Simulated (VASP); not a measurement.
# LiPr3N2 (P4mm) in VASP: single point with PBE

Aim: the single point of LiPr3N2 with PBE.

All numbers are computed with VASP 6.6.1; they aren't measurements. Logs are shortened: lines on timing, memory, paths and dates and some standing lists are left out, and cuts for length are marked.

## Step 1: The cell of the first run

The structure is tetragonal, space group P4mm (No. 99). The conventional cell has a = 3.309 Å, b = 3.309 Å, c = 12.872 Å, α = 90.00°, β = 90.00°, γ = 90.00°. Within 4.0 Å of Li (site symmetry 4mm) lie 5 Pr at 3.05 to 3.67 Å and 4 Li at 3.31 Å and 4 N at 3.33 Å. Within 3.4 Å of Pr (site symmetry 4mm) lie 4 N at 2.54 Å and 5 Pr at 3.16 to 3.31 Å. Pr (site symmetry 4mm) has 5 Pr at 3.16 to 3.31 Å and 4 N at 3.19 Å and 4 Li at 3.67 Å within 4.2 Å. Pr (site symmetry 4mm) has 4 N at 2.44 Å and 1 Li at 3.05 Å and 4 Pr at 3.31 Å within 3.4 Å. Within 3.4 Å of N (site symmetry 4mm) lie 4 Pr at 2.44 Å and 4 N at 3.31 Å and 4 Li at 3.33 Å. Within 3.4 Å of N (site symmetry 4mm) lie 8 Pr at 2.54 to 3.19 Å and 4 N at 3.31 Å.

The cell was generated, and may not be a known phase.

## Step 2: Single point, PBE

INCAR reads:

```
SYSTEM = LiPr3N2
PREC = Accurate
ENCUT = 750
EDIFF = 1E-6
ISMEAR = 0
SIGMA = 0.2
LREAL = .FALSE.
LASPH = .TRUE.
NELM = 200
ALGO = Normal
ISIF = 2
LWAVE = .FALSE.
LCHARG = .FALSE.
GGA = PE
NBANDS = 32
GGA_COMPAT = .FALSE.
LMAXMIX = 6
```

KPOINTS reads:

```
regular mesh
0
G
  5 5 2
  0 0 0
```

POSCAR reads:

```
LiPr3N2
1.0
    3.3089645903      0.0000000000      0.0000000000
    0.0000000000      3.3089645903      0.0000000000
    0.0000000000      0.0000000000     12.8718258989
Li Pr N
1 3 2
Direct
    0.5000000000      0.5000000000      0.1413800333
    0.0000000000      0.0000000000      0.6062937476
    0.0000000000      0.0000000000      0.3610109250
    0.5000000000      0.5000000000      0.9045996277
    0.0000000000      0.0000000000     -0.0428068920
    0.5000000000      0.5000000000      0.5295215183
```

Potentials or basis: VASP PAW PBE potentials, release 64 (Li_sv, Pr_3, N), 4f in core.

Launch:

```bash
cat potpaw_PBE.64/Li_sv/POTCAR potpaw_PBE.64/Pr_3/POTCAR potpaw_PBE.64/N/POTCAR > POTCAR
mpirun -np 1 vasp_std > vasp.out
```

OUTCAR:

```text
SYSTEM = LiPr3N2
   PREC = Accurate
   ENCUT = 750
   EDIFF = 1E-6
   ISMEAR = 0
   LREAL = .FALSE.
   LASPH = .TRUE.
   NELM = 200
   ISIF = 2
   GGA = PE

 ion  position               nearest neighbor table
   1  0.500  0.500  0.141-   4 3.05
   2  0.000  0.000  0.606-   6 2.54   6 2.54   6 2.54   6 2.54   3 3.16
   3  0.000  0.000  0.361-   2 3.16
   4  0.500  0.500  0.905-   5 2.44   5 2.44   5 2.44   5 2.44   1 3.05
   5  0.000  0.000  0.957-   4 2.44   4 2.44   4 2.44   4 2.44
   6  0.500  0.500  0.530-   2 2.54   2 2.54   2 2.54   2 2.54

  LATTYP: Found a simple tetragonal cell.
 ALAT       =     3.3089645903
 C/A-ratio  =     3.8899859904

  Lattice vectors:

 A1 = (   3.3089645903,   0.0000000000,   0.0000000000)
 A2 = (   0.0000000000,   3.3089645903,   0.0000000000)
 A3 = (   0.0000000000,   0.0000000000,  12.8718258989)

Analysis of symmetry for initial positions (statically):
=====================================================================
 Subroutine PRICEL returns:
 Original cell was already a primitive cell.

 Routine SETGRP: Setting up the symmetry group for a
 simple tetragonal supercell.

 Subroutine GETGRP returns: Found  8 space group operations
 (whereof  8 operations were pure point group operations)
 out of a pool of 16 trial point group operations.

The static configuration has the point symmetry C_4v.

Analysis of symmetry for dynamics (positions and initial velocities):
=====================================================================
 Subroutine PRICEL returns:
 Original cell was already a primitive cell.

 Routine SETGRP: Setting up the symmetry group for a
 simple tetragonal supercell.

 Subroutine GETGRP returns: Found  8 space group operations
 (whereof  8 operations were pure point group operations)
 out of a pool of 16 trial point group operations.

The dynamic configuration has the point symmetry C_4v.

 Subroutine INISYM returns: Found  8 space group operations
 (whereof  8 operations are pure point group operations),
 and found     1 'primitive' translations

----------------------------------------------------------------------------------------

                                     Primitive cell

  volume of cell :     140.9368

  direct lattice vectors                    reciprocal lattice vectors
     3.308964590  0.000000000  0.000000000     0.302209339  0.000000000  0.000000000
     0.000000000  3.308964590  0.000000000     0.000000000  0.302209339  0.000000000
     0.000000000  0.000000000 12.871825899     0.000000000  0.000000000  0.077689056

  length of vectors
     3.308964590  3.308964590 12.871825899     0.302209339  0.302209339  0.077689056

  position of ions in fractional coordinates (direct lattice)
     0.500000000  0.500000000  0.141380033
     0.000000000  0.000000000  0.606293748
     0.000000000  0.000000000  0.361010925
     0.500000000  0.500000000  0.904599628
     0.000000000  0.000000000  0.957193108
     0.500000000  0.500000000  0.529521518

  ion indices of the primitive-cell ions
   primitive index   ion index
                 1           1
                 2           2
                 3           3
                 4           4
                 5           5
                 6           6

----------------------------------------------------------------------------------------

 KPOINTS: regular mesh

Automatic generation of k-mesh.
 Grid dimensions read from file:
 generate k-points for:    5    5    2

 Generating k-lattice:

  Cartesian coordinates                     Fractional coordinates (reciprocal lattice)
     0.060441868  0.000000000  0.000000000     0.200000000  0.000000000  0.000000000
     0.000000000  0.060441868  0.000000000     0.000000000  0.200000000  0.000000000
     0.000000000  0.000000000  0.038844528     0.000000000  0.000000000  0.500000000

  Length of vectors
     0.060441868  0.060441868  0.038844528

  Shift w.r.t. Gamma in fractional coordinates (k-lattice)
     0.000000000  0.000000000  0.000000000

 Subroutine IBZKPT returns following result:
 ===========================================

 Found     12 irreducible k-points:

 Following reciprocal coordinates:
            Coordinates               Weight
  0.000000  0.000000  0.000000      1.000000
  0.200000  0.000000  0.000000      4.000000
  0.400000  0.000000  0.000000      4.000000
  0.200000  0.200000  0.000000      4.000000
  0.400000  0.200000  0.000000      8.000000
  0.400000  0.400000  0.000000      4.000000
  0.000000  0.000000  0.500000      1.000000
  0.200000  0.000000  0.500000      4.000000
  0.400000  0.000000  0.500000      4.000000
  0.200000  0.200000  0.500000      4.000000
  0.400000  0.200000  0.500000      8.000000
  0.400000  0.400000  0.500000      4.000000
   k-points           NKPTS =     12   k-points in BZ     NKDIM =     12   number of bands    NBANDS=     32
   number of dos      NEDOS =    301   number of ions     NIONS =      6
   total plane-waves  NPLWV = 108000
   dimension x,y,z NGX =    30 NGY =   30 NGZ =  120
   dimension x,y,z NGXF=    60 NGYF=   60 NGZF=  240
   ions per type =               1   3   2
   NGX,Y,Z   is equivalent  to a cutoff of  15.07, 15.07, 15.50 a.u.
   NGXF,Y,Z  is equivalent  to a cutoff of  30.14, 30.14, 31.00 a.u.
 SYSTEM =  LiPr3N2
   PREC   = accura    normal or accurate (medium, high low for compatibility)
   ISTART =      0    job   : 0-new  1-cont  2-samecut
   ICHARG =      2    charge: 1-file 2-atom 10-const
   ISPIN  =      1    spin polarized calculation?
   LNONCOLLINEAR =      F non collinear calculations
   LSORBIT =      F    spin-orbit coupling
   LASPH  =      T    aspherical Exc in radial PAW
   ENCUT  =  750.0 eV  55.12 Ry    7.42 a.u.   7.39  7.39 28.74*2*pi/ulx,y,z
   NELM   =    200;   NELMIN=  2; NELMDL= -5     # of ELM steps
   EDIFF  = 0.1E-05   stopping-criterion for ELM
   LREAL  =      F    real-space projection
   EDIFFG = 0.1E-04   stopping-criterion for IOM
   NSW    =      0    number of steps for IOM
   IBRION =     -1    ionic relax: 0-MD 1-quasi-New 2-CG
   NFREE  =      0    steps in history (QN), initial steepest desc. (CG)
   ISIF   =      2    stress and relaxation
   ISYM   =      2    0-nonsym 1-usesym 2-fastsym
   POTIM  = 0.5000    time-step for ionic-motion
   TEBEG  =    0.0;   TEEND  =   0.0 temperature during run
   PSTRESS=    0.0 pullay stress
   NELECT =      46.0000    total number of electrons
   NUPDOWN=      -1.0000    fix difference up-down
   EMIN   =  10.00;   EMAX   =-10.00  energy-range for DOS
   EFERMI =   0.00;   METHOD = LEGACY
   ISMEAR =     0;   SIGMA  =   0.20  broadening in eV -4-tet -1-fermi 0-gaus
   EFERMI_NEDOS =   21; number of points for ismear=-14 and -15
   IALGO  =     38    algorithm
   IMIX   =      4    mixing-type and parameters
     AMIX     =   0.40;   BMIX     =  1.00
     AMIX_MAG =   1.60;   BMIX_MAG =  1.00
  volume/ion in A,a.u.               =      23.49       158.51
  Fermi-wavevector in a.u.,A,eV,Ry     =   1.127161  2.130026 17.286094  1.270492
  Thomas-Fermi vector in A             =   2.263846
   LORBIT       =      0    0 simple, 1 ext, 2 COOP (PROOUT), +10 PAW based schemes
   GGA     = PE    functional components
   LHFCALC =     F    Hartree Fock is set to
   AEXX    =    0.0000 exact exchange contribution
   IVDW    =     0    specifies the selected vdW correction
   LEPSILON=     F    determine dielectric tensor
   LRPA    =     F    only Hartree local field effects (RPA)
 non-spin polarized calculation
 Gauss-broadening in eV      SIGMA  =   0.20
  energy-cutoff  :      750.00
  volume of cell :      140.94
 maximum number of plane-waves:      6633
 NGX is ok and might be reduce to    30
   NGX = 15   NGY = 15   NGZ = 57

 number of electron      45.9999998 magnetization

 Free energy of the ion-electron system (eV)
  ---------------------------------------------------
  ext. energy  EPLUGINS =         0.00000000
  ---------------------------------------------------
  free energy    TOTEN  =       -34.29047012 eV

  energy without entropy =      -34.22893457  energy(sigma->0) =      -34.25970235

 E-fermi :   3.0489     XC(G=0):  -9.3486

 val. band max:        3.0038848176   @ k =   0.4000   0.0000   0.0000
 cond. band min:       3.0625513738   @ k =   0.4000   0.2000   0.0000
 fundamental gap:      0.0586665563
 Fermi energy:         3.0488912658

 k-point     1 :       0.0000    0.0000    0.0000
  band No.  band energies     occupation
      1     -43.9381      2.00000
      2     -33.8361      2.00000
      3     -33.3850      2.00000
      4     -32.3149      2.00000
      5     -16.3688      2.00000
      6     -15.2044      2.00000
[... 24 lines left out ...]
     31       7.0904      0.00000
     32       7.9908      0.00000

 k-point     2 :       0.2000    0.0000    0.0000
  band No.  band energies     occupation
      1     -43.9373      2.00000
      2     -33.7815      2.00000
      3     -33.3262      2.00000
      4     -32.2524      2.00000
      5     -16.2789      2.00000
      6     -15.6012      2.00000
[... 24 lines left out ...]
     31       6.6388      0.00000
     32       7.5370      0.00000

 k-point     3 :       0.4000    0.0000    0.0000
  band No.  band energies     occupation
      1     -43.9360      2.00000
      2     -33.6912      2.00000
      3     -33.2286      2.00000
      4     -32.1485      2.00000
      5     -16.4853      2.00000
      6     -16.2220      2.00000
[... 24 lines left out ...]
     31       6.7600      0.00000
     32       6.8697      0.00000

 k-point     4 :       0.2000    0.2000    0.0000
  band No.  band energies     occupation
      1     -43.9365      2.00000
      2     -33.7276      2.00000
      3     -33.2687      2.00000
      4     -32.1916      2.00000
      5     -16.1904      2.00000
      6     -15.5733      2.00000
[... 234 lines left out ...]
     31       6.2878      0.00000
     32       6.4489      0.00000

 k-point    11 :       0.4000    0.2000    0.5000
  band No.  band energies     occupation
      1     -43.9353      2.00000
      2     -33.6382      2.00000
      3     -33.1732      2.00000
      4     -32.0906      2.00000
      5     -16.3567      2.00000
      6     -16.1125      2.00000
[... 24 lines left out ...]
     31       6.5455      0.00000
     32       6.6198      0.00000

 k-point    12 :       0.4000    0.4000    0.5000
  band No.  band energies     occupation
      1     -43.9341      2.00000
      2     -33.5507      2.00000
      3     -33.0815      2.00000
      4     -31.9945      2.00000
      5     -16.1874      2.00000
      6     -16.1598      2.00000
[... 24 lines left out ...]
     31       7.2114      0.00000
     32       7.5669      0.00000

------------------------ aborting loop because EDIFF is reached ----------------------------------------

  FORCE on cell =-STRESS in cart. coord.  units (eV):
  Direction    XX          YY          ZZ          XY          YZ          ZX
  --------------------------------------------------------------------------------------
  -------------------------------------------------------------------------------------
  Total       -0.1840538     -0.1840538     -0.2182010      0.0000000     -0.0000000      0.0000000
  in kB       -2.0923342     -2.0923342     -2.4805212      0.0000000     -0.0000000      0.0000000
  external PRESSURE =      -2.2217299 kB  Pullay stress =       0.0000000 kB

 VOLUME and BASIS-vectors are now :
 -----------------------------------------------------------------------------
  energy-cutoff  :      750.00
  volume of cell :      140.94
      direct lattice vectors                 reciprocal lattice vectors
     3.308964590  0.000000000  0.000000000     0.302209339  0.000000000  0.000000000
     0.000000000  3.308964590  0.000000000     0.000000000  0.302209339  0.000000000
     0.000000000  0.000000000 12.871825899     0.000000000  0.000000000  0.077689056

 POSITION                                       TOTAL-FORCE (eV/Angst)
 -----------------------------------------------------------------------------------
      1.65448      1.65448      1.81982         0.000000     -0.000000     -0.002049
      0.00000      0.00000      7.80411         0.000000     -0.000000     -0.048638
      0.00000      0.00000      4.64687        -0.000000     -0.000000      0.033868
      1.65448      1.65448     11.64385         0.000000      0.000000      0.027941
      0.00000      0.00000     12.32082         0.000000     -0.000000     -0.015390
      1.65448      1.65448      6.81591         0.000000     -0.000000      0.004267
 -----------------------------------------------------------------------------------
    total drift:                                0.000000      0.000000      0.000288

  FREE ENERGIE OF THE ION-ELECTRON SYSTEM (eV)
  ---------------------------------------------------
  free  energy   TOTEN  =       -34.2904701247 eV

  energy  without entropy=      -34.2289345705  energy(sigma->0) =      -34.25970235
```

Run time: 67 s. Hardware: 1 thread of Intel Xeon 6975P-C (Granite Rapids), shared host; peak memory 0.36 GiB.

Results:

* Free energy: -34.2905 eV
* Pressure: -0.2 GPa
* Largest force: 0.049 eV/Å
* Band gap on the k mesh: zero (bands 23 and 24 overlap by 1.16 eV)

Forces in eV/Å, atoms in the order of the input:
```
Li   0.000  0.000 -0.002
Pr   0.000  0.000 -0.049
Pr   0.000  0.000  0.034
Pr   0.000  0.000  0.028
N    0.000  0.000 -0.015
N    0.000  0.000  0.004
```

Levels at points of the mesh, in eV from the Fermi level:
| k point | band 20 | band 21 | band 22 | band 23 | band 24 | band 25 | band 26 | band 27 |
| --- | --- | --- | --- | --- | --- | --- | --- | --- |
| (0.00, 0.00, 0.00) | -1.39 | -1.38 | -1.15 | -0.57 | -0.50 | -0.13 | -0.13 | 0.23 |
| (0.00, 0.00, 0.50) | -1.39 | -1.39 | -1.15 | -0.67 | -0.57 | -0.13 | -0.13 | 0.24 |

Caveat: the k points lie up to 0.38 Å⁻¹ apart, too coarse for converged energies and pressures of a metal; spin-orbit coupling is left out, which moves the levels of the heavy elements; the 4f electrons are frozen in the core, so they carry no moment and show no levels; the run has no spin polarisation, though such a crystal can be magnetic.

The gap in the log of VASP goes by the Fermi energy; the results here count the filled bands.